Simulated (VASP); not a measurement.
Runs of VASP 6.6.1 on Ge. The structure is that of space group P6_3/mmc (No. 194), or close to it. The cells are those of the table. This isn't the form of Ge at room conditions, which is diamond.

| task | cell | k mesh | cutoff (eV) | gap on the mesh (eV) | pressure (GPa) |
| --- | --- | --- | --- | --- | --- |
| single point | a = 2.988, b = 2.988, c = 9.553 Å, angles 90.0, 90.0, 120.0°, 4 atoms | 12 × 12 × 4 | 520 | none | 0.1 |
| single point | a = 2.906, b = 2.906, c = 9.292 Å, angles 90.0, 90.0, 120.0°, 4 atoms | 16 × 16 × 5 | 520 | none | (a) |
| single point | a = 2.863, b = 2.863, c = 9.155 Å, angles 90.0, 90.0, 120.0°, 4 atoms | 16 × 16 × 5 | 520 | none | 12.6 |
| relaxation of cell and atoms | relaxed from a = 3.008, b = 3.008, c = 9.823 Å, angles 90.0, 90.0, 120.0°, 4 atoms | 12 × 12 × 4 | 600 | none | 0.0 |
| single point | a = 2.948, b = 2.948, c = 9.424 Å, angles 90.0, 90.0, 120.0°, 4 atoms | 16 × 16 × 5 | 520 | none | 3.6 |

Alike in all rows: level PBEsol; potentials or basis VASP PAW PBE potentials, release 64 (Ge_d); no spin polarisation; smearing fermi-dirac 0.1 eV.

**Question.** Fill in the values left out.

**Answer.** (a) 7.5.

Caveats: the PAW data sets were made with another functional, which shifts forces and pressure a little; the cell stands under pressure (at least some runs).

A k mesh can miss the band edges, and the runs leave out spin-orbit coupling on Ge.

A gap of «none» marks levels without a gap at the run's occupations.
